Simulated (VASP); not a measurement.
# CdS (P6_3mc) in VASP: elastic constants with PBE

Aim: the elastic constants of CdS with PBE.

All numbers are computed with VASP 6.6.1; they aren't measurements. Logs are shortened: lines on timing, memory, paths and dates and some standing lists are left out, and cuts for length are marked.

## 1. The cell of the first run

Symmetry: P6_3mc, No. 186, hexagonal system. Conventional cell: a = 4.150 Å, b = 4.150 Å, c = 6.737 Å, α = 90.00°, β = 90.00°, γ = 120.00°. Cd (site symmetry 3m) has 4 S at 2.53 to 2.54 Å within 3.3 Å. Within 3.3 Å of S (site symmetry 3m) lie 4 Cd at 2.53 to 2.54 Å.

## 2. Elastic constants, PBE

Input file INCAR:

```
SYSTEM = CdS
PREC     = Accurate       ! precision mode
ENCUT    = 500            ! plane-wave cutoff, eV
EDIFF    = 1E-8           ! SCF threshold, eV
ISMEAR   = 0              ! smearing method
SIGMA    = 0.01           ! smearing width, eV
LREAL    = .FALSE.        ! projectors in reciprocal space
LASPH    = .TRUE.         ! aspherical terms in the spheres
NELM     = 120            ! most SCF steps
ALGO     = Normal         ! electronic algorithm
ISIF     = 3              ! what is computed and relaxed
LWAVE    = .FALSE.        ! write WAVECAR
LCHARG   = .FALSE.        ! write CHGCAR
GGA      = PE             ! functional
IBRION   = 6              ! ionic algorithm
NFREE    = 2            
POTIM    = 0.015          ! step
NSW      = 1              ! ionic steps
GGA_COMPAT= .FALSE.
```

Input file KPOINTS:

```
Automatic mesh
0
G
  6 6 4
  0 0 0
```

Input file POSCAR:

```
CdS
1.0
    4.1500000000      0.0000000000      0.0000000000
   -2.0750000000      3.5940054257      0.0000000000
    0.0000000000      0.0000000000      6.7370000000
Cd S
2 2
Direct
    0.6666666667      0.3333333333      0.5000000000
    0.3333333333      0.6666666667      0.0000000000
    0.6666666667      0.3333333333      0.8750000000
    0.3333333333      0.6666666667      0.3750000000
```

Potentials or basis: VASP PAW PBE potentials, release 64 (Cd, S).

On the command line:

```bash
cat potpaw_PBE.64/Cd/POTCAR potpaw_PBE.64/S/POTCAR > POTCAR
mpirun -np 1 vasp_std > vasp.out
```

OUTCAR:

```text
SYSTEM = CdS
   PREC = Accurate
   ENCUT = 500
   EDIFF = 1E-8
   ISMEAR = 0
   LREAL = .FALSE.
   LASPH = .TRUE.
   NELM = 120
   ISIF = 3
   GGA = PE
   IBRION = 6
   NFREE = 2
   POTIM = 0.015
   NSW = 1

 ion  position               nearest neighbor table
   1  0.667  0.333  0.500-   3 2.53   4 2.54   4 2.54   4 2.54
   2  0.333  0.667  0.000-   4 2.53   3 2.54   3 2.54   3 2.54
   3  0.667  0.333  0.875-   1 2.53   2 2.54   2 2.54   2 2.54
   4  0.333  0.667  0.375-   2 2.53   1 2.54   1 2.54   1 2.54

  LATTYP: Found a hexagonal cell.
 ALAT       =     4.1500000000
 C/A-ratio  =     1.6233734940

  Lattice vectors:

 A1 = (   4.1500000000,   0.0000000000,   0.0000000000)
 A2 = (  -2.0750000000,   3.5940054257,   0.0000000000)
 A3 = (   0.0000000000,   0.0000000000,   6.7370000000)

Analysis of symmetry for initial positions (statically):
=====================================================================
 Subroutine PRICEL returns:
 Original cell was already a primitive cell.

 Routine SETGRP: Setting up the symmetry group for a
 hexagonal supercell.

 Subroutine GETGRP returns: Found 12 space group operations
 (whereof  6 operations were pure point group operations)
 out of a pool of 24 trial point group operations.

The static configuration has the point symmetry C_3v.
 The point group associated with its full space group is C_6v.

Analysis of symmetry for dynamics (positions and initial velocities):
=====================================================================
 Subroutine PRICEL returns:
 Original cell was already a primitive cell.

 Routine SETGRP: Setting up the symmetry group for a
 hexagonal supercell.

 Subroutine GETGRP returns: Found 12 space group operations
 (whereof  6 operations were pure point group operations)
 out of a pool of 24 trial point group operations.

The dynamic configuration has the point symmetry C_3v.
 The point group associated with its full space group is C_6v.

 Subroutine INISYM returns: Found 12 space group operations
 (whereof  6 operations are pure point group operations),
 and found     1 'primitive' translations

----------------------------------------------------------------------------------------

                                     Primitive cell

  volume of cell :     100.4832

  direct lattice vectors                    reciprocal lattice vectors
     4.150000000  0.000000000  0.000000000     0.240963855  0.139120547  0.000000000
    -2.075000000  3.594005426  0.000000000     0.000000000  0.278241094  0.000000000
     0.000000000  0.000000000  6.737000000     0.000000000  0.000000000  0.148434021

  length of vectors
     4.150000000  4.150000000  6.737000000     0.278241094  0.278241094  0.148434021

  position of ions in fractional coordinates (direct lattice)
     0.666666667  0.333333333  0.500000000
     0.333333333  0.666666667  0.000000000
     0.666666667  0.333333333  0.875000000
     0.333333333  0.666666667  0.375000000

  ion indices of the primitive-cell ions
   primitive index   ion index
                 1           1
                 2           2
                 3           3
                 4           4

----------------------------------------------------------------------------------------

 KPOINTS: Automatic mesh

Automatic generation of k-mesh.
 Grid dimensions read from file:
 generate k-points for:    6    6    4

 Generating k-lattice:

  Cartesian coordinates                     Fractional coordinates (reciprocal lattice)
     0.040160643  0.023186758  0.000000000     0.166666667  0.000000000  0.000000000
     0.000000000  0.046373516  0.000000000     0.000000000  0.166666667  0.000000000
[... 54 lines left out ...]
   EDIFF  = 0.1E-07   stopping-criterion for ELM
   LREAL  =      F    real-space projection
   EDIFFG = 0.1E-06   stopping-criterion for IOM
   NSW    =     85    number of steps for IOM
   IBRION =      6    ionic relax: 0-MD 1-quasi-New 2-CG
   NFREE  =      2    steps in history (QN), initial steepest desc. (CG)
   ISIF   =      3    stress and relaxation
   ISYM   =      2    0-nonsym 1-usesym 2-fastsym
   POTIM  = 0.0150    time-step for ionic-motion
   TEBEG  =    0.0;   TEEND  =   0.0 temperature during run
   PSTRESS=    0.0 pullay stress
   NELECT =      36.0000    total number of electrons
   NUPDOWN=      -1.0000    fix difference up-down
   EMIN   =  10.00;   EMAX   =-10.00  energy-range for DOS
   EFERMI =   0.00;   METHOD = LEGACY
   ISMEAR =     0;   SIGMA  =   0.01  broadening in eV -4-tet -1-fermi 0-gaus
   EFERMI_NEDOS =   21; number of points for ismear=-14 and -15
   IALGO  =     38    algorithm
   IMIX   =      4    mixing-type and parameters
     AMIX     =   0.40;   BMIX     =  1.00
     AMIX_MAG =   1.60;   BMIX_MAG =  1.00
  volume/ion in A,a.u.               =      25.12       169.52
  Fermi-wavevector in a.u.,A,eV,Ry     =   1.162727  2.197236 18.394190  1.351935
  Thomas-Fermi vector in A             =   2.299285
   LORBIT       =      0    0 simple, 1 ext, 2 COOP (PROOUT), +10 PAW based schemes
   GGA     = PE    functional components
   LHFCALC =     F    Hartree Fock is set to
   AEXX    =    0.0000 exact exchange contribution
   IVDW    =     0    specifies the selected vdW correction
   LEPSILON=     F    determine dielectric tensor
   LRPA    =     F    only Hartree local field effects (RPA)
 finite differences with symmetry
 non-spin polarized calculation
 Gauss-broadening in eV      SIGMA  =   0.01
  energy-cutoff  :      500.00
  volume of cell :      100.48
 maximum number of plane-waves:      2566
   NGX = 15   NGY = 15   NGZ = 25

--------------------------------------- Ionic step        1  -------------------------------------------

 number of electron      35.9999973 magnetization

 Free energy of the ion-electron system (eV)
  ---------------------------------------------------
  ext. energy  EPLUGINS =         0.00000000
  ---------------------------------------------------
  free energy    TOTEN  =       -12.26545494 eV

  energy without entropy =      -12.26545494  energy(sigma->0) =      -12.26545494

------------------------ aborting loop because EDIFF is reached ----------------------------------------

  FORCE on cell =-STRESS in cart. coord.  units (eV):
  Direction    XX          YY          ZZ          XY          YZ          ZX
  --------------------------------------------------------------------------------------
  -------------------------------------------------------------------------------------
  Total        1.3778573      1.3778573      1.7834066      0.0000000     -0.0000000     -0.0000000
  in kB       21.9695651     21.9695651     28.4359398      0.0000000     -0.0000000     -0.0000000
  external PRESSURE =      24.1250233 kB  Pullay stress =       0.0000000 kB
[... 95 lines left out ...]
  FREE ENERGIE OF THE ION-ELECTRON SYSTEM (eV)
  ---------------------------------------------------
  free  energy   TOTEN  =       -12.2360567903 eV

  energy  without entropy=      -12.2360567903  energy(sigma->0) =      -12.23605679

[... ionic steps 4 to 18 ...]

--------------------------------------- Ionic step       19  -------------------------------------------

 number of electron      35.9999974 magnetization

------------------------ aborting loop because EDIFF is reached ----------------------------------------
[... 71 lines left out ...]
--------------------------------------- Ionic step       21  -------------------------------------------

 number of electron      35.9999973 magnetization

 Free energy of the ion-electron system (eV)
  ---------------------------------------------------
  ext. energy  EPLUGINS =         0.00000000
  ---------------------------------------------------
  free energy    TOTEN  =       -12.26353258 eV

  energy without entropy =      -12.26353258  energy(sigma->0) =      -12.26353258

 E-fermi :   1.2837     XC(G=0):  -9.0849

 val. band max:        1.2078218935   @ k =   0.0000   0.0000   0.0000
 cond. band min:       2.4039406341   @ k =   0.0000   0.0000   0.0000
 fundamental gap:      1.1961187406
 Fermi energy:         1.2837340812

 k-point     1 :       0.0000    0.0000    0.0000
  band No.  band energies     occupation
      1     -11.0906      2.00000
      2     -10.6643      2.00000
      3      -6.4739      2.00000
      4      -6.4428      2.00000
      5      -6.4428      2.00000
      6      -6.3553      2.00000
[... 620 lines left out ...]
  FREE ENERGIE OF THE ION-ELECTRON SYSTEM (eV)
  ---------------------------------------------------
  free  energy   TOTEN  =       -12.2635325768 eV

  energy  without entropy=      -12.2635325768  energy(sigma->0) =      -12.26353258

 INTERNAL STRAIN TENSORS FROM STRAINED CELLS
 ============================================

 INTERNAL STRAIN TENSOR FOR ION    1 for displacements in x,y,z  (eV/Angst):
          X           Y           Z          XY          YZ          ZX
  --------------------------------------------------------------------------------
  x    -0.00000     0.00000     0.00000     5.49835     0.00000    -4.05311
  y     5.51055    -5.51795     0.00000     0.00004    -3.98352     0.00002
  z    -3.95339    -3.95867     8.53312     0.00024    -0.00098    -0.00003

 INTERNAL STRAIN TENSORS FROM DISPLACED ATOMS
 ============================================

 INTERNAL STRAIN TENSOR FOR ION    1 for displacements in x,y,z  (eV/Angst):
          X           Y           Z          XY          YZ          ZX
  --------------------------------------------------------------------------------
  x     0.00000    -0.00000     0.00000     5.48530     0.00000    -4.06593
  y     5.48530    -5.48530     0.00000    -0.00000    -4.06593     0.00000
  z    -3.93624    -3.93624     8.43026     0.00000     0.00000     0.00000

 INTERNAL STRAIN TENSOR FOR ION    4 for displacements in x,y,z  (eV/Angst):
          X           Y           Z          XY          YZ          ZX
  --------------------------------------------------------------------------------
  x     0.00000    -0.00000     0.00000    -6.78224     0.00000     4.05149
  y    -6.78224     6.78224     0.00000     0.00000     4.05149     0.00000
  z     3.93413     3.93413    -8.41458     0.00000     0.00000     0.00000

 Eigenvectors and eigenvalues of the dynamical matrix
 ----------------------------------------------------

   1 f  =    9.087984 THz    57.101490 2PiTHz  303.142529 cm-1    37.584867 meV
             X         Y         Z           dx          dy          dz
      2.075000  1.198002  3.368500    -0.000000    0.000000    0.134151
     -0.000000  2.396004  0.000000     0.000000   -0.000000   -0.134151
      2.075000  1.198002  5.894875    -0.000000    0.000000   -0.694265
     -0.000000  2.396004  2.526375     0.000000   -0.000000    0.694265
[... 71 lines left out ...]
  12 f/i=    0.008157 THz     0.051250 2PiTHz    0.272079 cm-1     0.033733 meV
             X         Y         Z           dx          dy          dz
      2.075000  1.198002  3.368500     0.000000    0.000000   -0.624102
     -0.000000  2.396004  0.000000     0.000000    0.000000   -0.624102
      2.075000  1.198002  5.894875     0.000000    0.000000   -0.332410
     -0.000000  2.396004  2.526375     0.000000    0.000000   -0.332410

--------------------------------------------------------------------------------------------------------

 ELASTIC MODULI CONTR FROM IONIC RELAXATION (kBar)
 Direction    XX          YY          ZZ          XY          YZ          ZX
 --------------------------------------------------------------------------------
 XX        -340.7630    148.9207    205.2985     -0.0000      0.0000      0.0000
 YY         148.9207   -340.7630    205.2985      0.0000      0.0000      0.0000
 ZZ         205.2985    205.2985   -439.3971      0.0000     -0.0000     -0.0000
 XY          -0.0000      0.0000      0.0000   -244.8419     -0.0000      0.0000
 YZ           0.0000     -0.0000     -0.0000     -0.0000   -105.1524      0.0000
 ZX           0.0000      0.0000     -0.0000     -0.0000      0.0000   -105.1524
 --------------------------------------------------------------------------------

 TOTAL ELASTIC MODULI (kBar)
 Direction    XX          YY          ZZ          XY          YZ          ZX
 --------------------------------------------------------------------------------
 XX         836.5196    539.9160    468.1594     -0.0000      0.0000      0.0000
 YY         539.9160    836.5196    468.1594      0.0000      0.0000      0.0000
 ZZ         468.1594    468.1594    948.8920      0.0000     -0.0000     -0.0000
 XY          -0.0000      0.0000      0.0000    148.3018     -0.0000      0.0000
 YZ           0.0000     -0.0000     -0.0000     -0.0000    133.3850      0.0000
 ZX           0.0000      0.0000     -0.0000     -0.0000      0.0000    133.3850
 --------------------------------------------------------------------------------
```

Wall time 29 min (1 thread of Oxide Virtual Turin-like, shared host); peak memory 0.34 GiB.

Results:

| Item | Value |
| --- | --- |
| Voigt bulk modulus | 62 GPa |
| Highest phonon frequency at Γ, LO-TO splitting left out | 303 cm⁻¹ |

Phonon frequencies in cm⁻¹ (negative: imaginary):
```
              q point                              frequencies
(0.000, 0.000, 0.000)  0 0 0 35 35 135 233 233 237 248 248 303
```

Elastic tensor in Voigt notation (GPa, in the Cartesian axes of the cell as first typed):
```
84 54 47  0  0  0
54 84 47  0  0  0
47 47 95  0  0  0
 0  0  0 13  0  0
 0  0  0  0 13  0
 0  0  0  0  0 15
```

Clamped-ion elastic tensor (GPa):
```
118  39  26   0   0   0
 39 118  26   0   0   0
 26  26 139   0   0   0
  0   0   0  24   0   0
  0   0   0   0  24   0
  0   0   0   0   0  39
```

Caveat: the cell is under stress, which shifts elastic constants.
